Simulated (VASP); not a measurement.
# ZrB (Fm-3m) in VASP: further runs

The runs below take ZrB through vibrations by perturbation theory, with PBE.

Everything below comes from runs of VASP 6.6.1. Logs are shortened: lines on timing, memory, paths and dates and some standing lists are left out, and cuts for length are marked.

## 1. The cell of the first run

The structure is cubic, space group Fm-3m (No. 225). Conventional cell: a = 4.939 Å, b = 4.939 Å, c = 4.939 Å, α = 90.00°, β = 90.00°, γ = 90.00°. Zr (site symmetry m-3m) has 6 B at 2.47 Å within 3.3 Å. Within 3.3 Å of B (site symmetry m-3m) lie 6 Zr at 2.47 Å.

## 2. Vibrations by perturbation theory, PBE (phonons at volume x 1.02)

File INCAR:

```
SYSTEM = ZrB
PREC = Accurate ; ENCUT = 520
EDIFF = 1E-8 ; ISMEAR = -1
SIGMA = 0.15 ; LREAL = .False.
LASPH = .True. ; NELM = 60
ALGO = Normal ; ISIF = 2
LWAVE = .False. ; LCHARG = .True.
GGA = PE ; IBRION = 8
NSW = 1
```

File KPOINTS:

```
Automatic mesh
0
Gamma
  14 14 14
  0 0 0
```

File POSCAR:

```
ZrB
1.0
    0.0000000000      2.4695020501      2.4695020501
    2.4695020501      0.0000000000      2.4695020501
    2.4695020501      2.4695020501      0.0000000000
Zr B
1 1
Direct
    0.0000000000      0.0000000000      0.0000000000
    0.5000000000      0.5000000000      0.5000000000
```

Potentials or basis: VASP PAW PBE potentials, release 64 (Zr_sv, B).

On the command line:

```
cat potpaw_PBE.64/Zr_sv/POTCAR potpaw_PBE.64/B/POTCAR > POTCAR
mpirun -np 1 vasp_std > vasp.out
```

OUTCAR:

```text
SYSTEM = ZrB
   PREC = Accurate
   ENCUT = 520
   EDIFF = 1E-8
   ISMEAR = -1
   LREAL = .False.
   LASPH = .True.
   NELM = 60
   ISIF = 2
   GGA = PE
   IBRION = 8
   NSW = 1

 ion  position               nearest neighbor table
   1  0.000  0.000  0.000-   2 2.47   2 2.47   2 2.47   2 2.47   2 2.47   2 2.47
   2  0.500  0.500  0.500-   1 2.47   1 2.47   1 2.47   1 2.47   1 2.47   1 2.47

  LATTYP: Found a face centered cubic cell.
 ALAT       =     4.9390041002

  Lattice vectors:

 A1 = (   0.0000000000,   2.4695020501,   2.4695020501)
 A2 = (   2.4695020501,   0.0000000000,   2.4695020501)
 A3 = (   2.4695020501,   2.4695020501,   0.0000000000)

Analysis of symmetry for initial positions (statically):
=====================================================================
 Subroutine PRICEL returns:
 Original cell was already a primitive cell.

 Routine SETGRP: Setting up the symmetry group for a
 face centered cubic supercell.

 Subroutine GETGRP returns: Found 48 space group operations
 (whereof 48 operations were pure point group operations)
 out of a pool of 48 trial point group operations.

The static configuration has the point symmetry O_h .

Analysis of symmetry for dynamics (positions and initial velocities):
=====================================================================
 Subroutine PRICEL returns:
 Original cell was already a primitive cell.

 Routine SETGRP: Setting up the symmetry group for a
 face centered cubic supercell.

 Subroutine GETGRP returns: Found 48 space group operations
 (whereof 48 operations were pure point group operations)
 out of a pool of 48 trial point group operations.

The dynamic configuration has the point symmetry O_h .

 Subroutine INISYM returns: Found 48 space group operations
 (whereof 48 operations are pure point group operations),
 and found     1 'primitive' translations

----------------------------------------------------------------------------------------

                                     Primitive cell

  volume of cell :      30.1202

  direct lattice vectors                    reciprocal lattice vectors
     0.000000000  2.469502050  2.469502050    -0.202469968  0.202469968  0.202469968
     2.469502050  0.000000000  2.469502050     0.202469968 -0.202469968  0.202469968
     2.469502050  2.469502050  0.000000000     0.202469968  0.202469968 -0.202469968

  length of vectors
     3.492403292  3.492403292  3.492403292     0.350688271  0.350688271  0.350688271

  position of ions in fractional coordinates (direct lattice)
     0.000000000  0.000000000  0.000000000
     0.500000000  0.500000000  0.500000000

  ion indices of the primitive-cell ions
   primitive index   ion index
                 1           1
                 2           2

----------------------------------------------------------------------------------------

 KPOINTS: Automatic mesh

Automatic generation of k-mesh.
 Grid dimensions read from file:
 generate k-points for:   14   14   14

 Generating k-lattice:

  Cartesian coordinates                     Fractional coordinates (reciprocal lattice)
    -0.014462141  0.014462141  0.014462141     0.071428571  0.000000000  0.000000000
     0.014462141 -0.014462141  0.014462141     0.000000000  0.071428571  0.000000000
     0.014462141  0.014462141 -0.014462141     0.000000000  0.000000000  0.071428571

  Length of vectors
     0.025049162  0.025049162  0.025049162
[... 77 lines left out ...]
  Thomas-Fermi vector in A             =   2.429015
   LORBIT       =      0    0 simple, 1 ext, 2 COOP (PROOUT), +10 PAW based schemes
   GGA     = PE    functional components
   LHFCALC =     F    Hartree Fock is set to
   AEXX    =    0.0000 exact exchange contribution
   IVDW    =     0    specifies the selected vdW correction
   LEPSILON=     F    determine dielectric tensor
   LRPA    =     F    only Hartree local field effects (RPA)
 non-spin polarized calculation
  energy-cutoff  :      520.00
  volume of cell :       30.12
 maximum number of plane-waves:       869
 NGX is ok and might be reduce to    28
   NGX = 13   NGY = 13   NGZ = 13

--------------------------------------- Ionic step        1  -------------------------------------------

 number of electron      15.0000000 magnetization

 Free energy of the ion-electron system (eV)
  ---------------------------------------------------
  ext. energy  EPLUGINS =         0.00000000
  ---------------------------------------------------
  free energy    TOTEN  =       -16.04447891 eV

  energy without entropy =      -15.94874555  energy(sigma->0) =      -15.99661223

 E-fermi :   7.2962     XC(G=0): -11.3781

 val. band max:        7.2807084514   @ k =   0.2857   0.2857   0.0000
 cond. band min:       7.3040965837   @ k =   0.5000   0.3571   0.1429
 fundamental gap:      0.0233881323
 Fermi energy:         7.2962471001

 k-point     1 :       0.0000    0.0000    0.0000
  band No.  band energies     occupation
      1     -40.3240      2.00000
      2     -18.1563      2.00000
      3     -18.1563      2.00000
      4     -18.1563      2.00000
      5      -0.7340      2.00000
      6       8.9741      0.00003
      7       8.9741      0.00003
      8       8.9741      0.00003
      9      10.3213      0.00000
     10      10.3213      0.00000
     11      10.6328      0.00000
[... 309 lines left out ...]
 k-point    24 :       0.2857    0.1429    0.0000
  band No.  band energies     occupation
      1     -40.2930      2.00000
      2     -18.4032      2.00000
      3     -18.2201      2.00000
      4     -18.2118      2.00000
      5       0.6634      2.00000
      6       6.0055      1.99963
      7       7.1232      1.52027
      8       7.7945      0.06966
      9       9.2773      0.00000
     10      11.0191      0.00000
     11      12.2738      0.00000

 [... further k-points ...]
[... 5 lines left out ...]
  --------------------------------------------------------------------------------------
  -------------------------------------------------------------------------------------
  Total       -0.5510654     -0.5510654     -0.5510654      0.0000000     -0.0000000      0.0000000
  in kB      -29.3126822    -29.3126822    -29.3126822      0.0000000     -0.0000000      0.0000000
  external PRESSURE =     -29.3126822 kB  Pullay stress =       0.0000000 kB

 VOLUME and BASIS-vectors are now :
 -----------------------------------------------------------------------------
  energy-cutoff  :      520.00
  volume of cell :       30.12
      direct lattice vectors                 reciprocal lattice vectors
     0.000000000  2.469502050  2.469502050    -0.202469968  0.202469968  0.202469968
     2.469502050  0.000000000  2.469502050     0.202469968 -0.202469968  0.202469968
     2.469502050  2.469502050  0.000000000     0.202469968  0.202469968 -0.202469968

 POSITION                                       TOTAL-FORCE (eV/Angst)
 -----------------------------------------------------------------------------------
      0.00000      0.00000      0.00000         0.000000     -0.000000     -0.000000
      2.46950      2.46950      2.46950        -0.000000      0.000000      0.000000
 -----------------------------------------------------------------------------------
    total drift:                               -0.000000      0.000000      0.000000

  FREE ENERGIE OF THE ION-ELECTRON SYSTEM (eV)
  ---------------------------------------------------
  free  energy   TOTEN  =       -16.0444789123 eV

  energy  without entropy=      -15.9487455548  energy(sigma->0) =      -15.99661223

[... ionic steps 2 to 3 ...]

--------------------------------------- Ionic step        4  -------------------------------------------

------------------------ aborting loop because EDIFF is reached ----------------------------------------

[... ionic steps 5 to 6 ...]

--------------------------------------- Ionic step        7  -------------------------------------------

 Free energy of the ion-electron system (eV)
  ---------------------------------------------------
  ---------------------------------------------------
  free energy    TOTEN  =        -0.04043474 eV

  energy without entropy =       -0.04043473

------------------------ aborting loop because EDIFF is reached ----------------------------------------

 INTERNAL STRAIN TENSOR  FOR ION    2  DIRECTION 1   (eV/Angst):
 -----------------------------------------------------------------------------
     0.01587 -0.00000  0.00000
    -0.00000 -0.01108  0.00000
     0.00000  0.00000 -0.01108

 INTERNAL STRAIN TENSOR FOR ION    2 for displacements in x,y,z  (eV/Angst):
          X           Y           Z          XY          YZ          ZX
  --------------------------------------------------------------------------------
  x     0.00000     0.00000     0.00000     0.00000     0.00000     0.00000
  y     0.00000     0.00000     0.00000     0.00000     0.00000     0.00000
  z     0.00000     0.00000     0.00000     0.00000     0.00000     0.00000

 SECOND DERIVATIVES (NOT SYMMETRIZED)
 ------------------------------------
               1X          1Y          1Z          2X          2Y          2Z
  1X    -6.141071    0.000000    0.000000    6.141071    0.000000    0.000000
  1Y     0.000000   -6.141071    0.000000    0.000000    6.141071    0.000000
  1Z     0.000000    0.000000   -6.141071    0.000000    0.000000    6.141071
  2X     6.115474    0.000000    0.000000   -6.115474    0.000000    0.000000
  2Y     0.000000    6.115474    0.000000    0.000000   -6.115474    0.000000
  2Z     0.000000    0.000000    6.115474    0.000000    0.000000   -6.115474

 Eigenvectors and eigenvalues of the dynamical matrix
 ----------------------------------------------------

   1 f  =   12.437962 THz    78.150022 2PiTHz  414.885766 cm-1    51.439256 meV
             X         Y         Z           dx          dy          dz
      0.000000  0.000000  0.000000     0.000000   -0.326114    0.000000
      2.469502  2.469502  2.469502     0.000000    0.945330    0.000000
[... 21 lines left out ...]
   6 f/i=    0.008008 THz     0.050316 2PiTHz    0.267119 cm-1     0.033118 meV
             X         Y         Z           dx          dy          dz
      0.000000  0.000000  0.000000    -0.105170   -0.170717   -0.923821
      2.469502  2.469502  2.469502    -0.036281   -0.058893   -0.318694

--------------------------------------------------------------------------------------------------------

 ELASTIC MODULI CONTR FROM IONIC RELAXATION (kBar)
 Direction    XX          YY          ZZ          XY          YZ          ZX
 --------------------------------------------------------------------------------
 XX           0.0000      0.0000      0.0000      0.0000      0.0000      0.0000
 YY           0.0000      0.0000      0.0000      0.0000      0.0000      0.0000
 ZZ           0.0000      0.0000      0.0000      0.0000      0.0000      0.0000
 XY           0.0000      0.0000      0.0000      0.0000      0.0000      0.0000
 YZ           0.0000      0.0000      0.0000      0.0000      0.0000      0.0000
 ZX           0.0000      0.0000      0.0000      0.0000      0.0000      0.0000
 --------------------------------------------------------------------------------
```

Run time: 6.7 min. Hardware: 1 thread of Intel Xeon 6975P-C, shared host; peak memory 0.35 GiB.

Results:

```yaml
Highest_phonon_frequency_at_Γ_LO-TO_splitting_left_out: 415 cm⁻¹
```

Phonon frequencies in cm⁻¹ (negative: imaginary):
```
              q point        frequencies
(0.000, 0.000, 0.000)  0 0 0 415 415 415
```

Caveat: the cell differs from its parent crystal (phonons at volume x 1.02); the cell wasn't relaxed at this level first, which shifts response properties.

## 3. Vibrations by perturbation theory, PBE

This run uses another cell than the first one, of 13.05 Å³/atom, 0.866 times its volume.

File INCAR:

```
SYSTEM = ZrB
ALGO = Normal
EDIFF = 1E-8
ENCUT = 520
GGA = PE
IBRION = 8
ISIF = 2
ISMEAR = -1
LASPH = .TRUE.
LCHARG = .TRUE.
LREAL = .FALSE.
LWAVE = .FALSE.
NBANDS = 14
NELM = 100
NSW = 1
PREC = Accurate
SIGMA = 0.15
```

File KPOINTS:

```
k-points
0
G
  16 16 16
  0 0 0
```

File POSCAR:

```
ZrB
1.0
    0.0000000000      2.3541476499      2.3541476499
    2.3541476499      0.0000000000      2.3541476499
    2.3541476499      2.3541476499      0.0000000000
Zr B
1 1
Direct
    0.0000000000      0.0000000000      0.0000000000
    0.5000000000      0.5000000000      0.5000000000
```

Potentials or basis: VASP PAW PBE potentials, release 64 (Zr_sv, B).

On the command line:

```
cat potpaw_PBE.64/Zr_sv/POTCAR potpaw_PBE.64/B/POTCAR > POTCAR
mpirun -np 1 vasp_std > vasp.out
```

OUTCAR:

```text
SYSTEM = ZrB
   EDIFF = 1E-8
   ENCUT = 520
   GGA = PE
   IBRION = 8
   ISIF = 2
   ISMEAR = -1
   LASPH = .TRUE.
   LREAL = .FALSE.
   NELM = 100
   NSW = 1
   PREC = Accurate

 ion  position               nearest neighbor table
   1  0.000  0.000  0.000-   2 2.35   2 2.35   2 2.35   2 2.35   2 2.35   2 2.35
   2  0.500  0.500  0.500-   1 2.35   1 2.35   1 2.35   1 2.35   1 2.35   1 2.35

  LATTYP: Found a face centered cubic cell.
 ALAT       =     4.7082952998

  Lattice vectors:

 A1 = (   0.0000000000,   2.3541476499,   2.3541476499)
 A2 = (   2.3541476499,   0.0000000000,   2.3541476499)
 A3 = (   2.3541476499,   2.3541476499,   0.0000000000)

Analysis of symmetry for initial positions (statically):
=====================================================================
[... 639 lines left out ...]

------------------------ aborting loop because EDIFF is reached ----------------------------------------

 INTERNAL STRAIN TENSOR  FOR ION    2  DIRECTION 1   (eV/Angst):
 -----------------------------------------------------------------------------
     0.02557 -0.00000  0.00000
     0.00000 -0.01586 -0.00000
    -0.00000 -0.00000 -0.01586

 INTERNAL STRAIN TENSOR FOR ION    2 for displacements in x,y,z  (eV/Angst):
          X           Y           Z          XY          YZ          ZX
  --------------------------------------------------------------------------------
  x     0.00000     0.00000     0.00000     0.00000     0.00000     0.00000
  y     0.00000     0.00000     0.00000     0.00000     0.00000     0.00000
  z     0.00000     0.00000     0.00000     0.00000     0.00000     0.00000

 SECOND DERIVATIVES (NOT SYMMETRIZED)
 ------------------------------------
               1X          1Y          1Z          2X          2Y          2Z
  1X    -9.267842    0.000000    0.000000    9.267842    0.000000    0.000000
  1Y     0.000000   -9.267842    0.000000    0.000000    9.267842    0.000000
  1Z     0.000000    0.000000   -9.267842    0.000000    0.000000    9.267842
  2X     9.251607    0.000000    0.000000   -9.251607    0.000000    0.000000
  2Y     0.000000    9.251607    0.000000    0.000000   -9.251607    0.000000
  2Z     0.000000    0.000000    9.251607    0.000000    0.000000   -9.251607

 Eigenvectors and eigenvalues of the dynamical matrix
 ----------------------------------------------------

   1 f  =   15.296314 THz    96.109575 2PiTHz  510.230112 cm-1    63.260443 meV
             X         Y         Z           dx          dy          dz
      0.000000  0.000000  0.000000     0.000000    0.325761    0.000000
      2.354148  2.354148  2.354148     0.000000   -0.945452    0.000000
[... 21 lines left out ...]
   6 f/i=    0.004130 THz     0.025951 2PiTHz    0.137768 cm-1     0.017081 meV
             X         Y         Z           dx          dy          dz
      0.000000  0.000000  0.000000     0.000000   -0.945452    0.000000
      2.354148  2.354148  2.354148     0.000000   -0.325761    0.000000

--------------------------------------------------------------------------------------------------------

 ELASTIC MODULI CONTR FROM IONIC RELAXATION (kBar)
 Direction    XX          YY          ZZ          XY          YZ          ZX
 --------------------------------------------------------------------------------
 XX           0.0000      0.0000      0.0000      0.0000      0.0000      0.0000
 YY           0.0000      0.0000      0.0000      0.0000      0.0000      0.0000
 ZZ           0.0000      0.0000      0.0000      0.0000      0.0000      0.0000
 XY           0.0000      0.0000      0.0000      0.0000      0.0000      0.0000
 YZ           0.0000      0.0000      0.0000      0.0000      0.0000      0.0000
 ZX           0.0000      0.0000      0.0000      0.0000      0.0000      0.0000
 --------------------------------------------------------------------------------
```

OSZICAR:

```text
N       E                     dE             d eps       ncg     rms          rms(c)
DAV:   1     0.959688436066E+02    0.95969E+02   -0.78496E+03  4060   0.104E+03
DAV:   2    -0.136068657699E+02   -0.10958E+03   -0.10378E+03  4930   0.284E+02
DAV:   3    -0.175081418689E+02   -0.39013E+01   -0.38629E+01  6080   0.452E+01
DAV:   4    -0.175845783071E+02   -0.76436E-01   -0.76419E-01  4854   0.586E+00
[... 57 lines left out ...]
RMM:  10    -0.422004646124E-01   -0.88939E-08   -0.37762E-07 23643   0.369E-04    0.545E-05
RMM:  11    -0.422005522785E-01   -0.87666E-07   -0.17652E-07 23153   0.177E-04    0.340E-05
RMM:  12    -0.422005271698E-01    0.25109E-07   -0.84138E-08 23831   0.851E-05    0.270E-05
RMM:  13    -0.422005236541E-01    0.35158E-08   -0.29637E-08 23221   0.421E-05    0.257E-05
 Linear response finished
```

stdout:

```text
POSCAR found type information on POSCAR ZrB
 POSCAR found :  2 types and       2 ions
 scaLAPACK will be used
 LDA part: xc-table for (Slater+PW92), standard interpolation
 POSCAR, INCAR and KPOINTS ok, starting setup
 FFT: planning ... GRIDC
 FFT: planning ... GRID_SOFT
 FFT: planning ... GRID
 WAVECAR not read
 entering main loop
 Linear response reoptimize wavefunctions to high precision
 Linear response DOF=           2
 Linear response progress:
 first order change of Fermi-energy   0.79466E-03
 force on displaced ion       1 direction 1 :  -9.268   0.000   0.000
 Linear response progress:
 first order change of Fermi-energy  -0.58554E-03
 force on displaced ion       2 direction 1 :  -9.252   0.000   0.000
 Linear response finished
```

Wall time 11 min (1 thread of Intel Xeon 6975P-C, shared host); peak memory 0.4 GiB.

Results:

```
Highest phonon frequency at Γ, LO-TO splitting left out : 510 cm⁻¹
```

Phonon frequencies in cm⁻¹ (negative: imaginary):
| q point | frequencies |
| --- | --- |
| (0.000, 0.000, 0.000) | 0 0 0 510 510 510 |

Caveat: the cell wasn't relaxed at this level first, which shifts response properties.

[end of part 1 of 2]
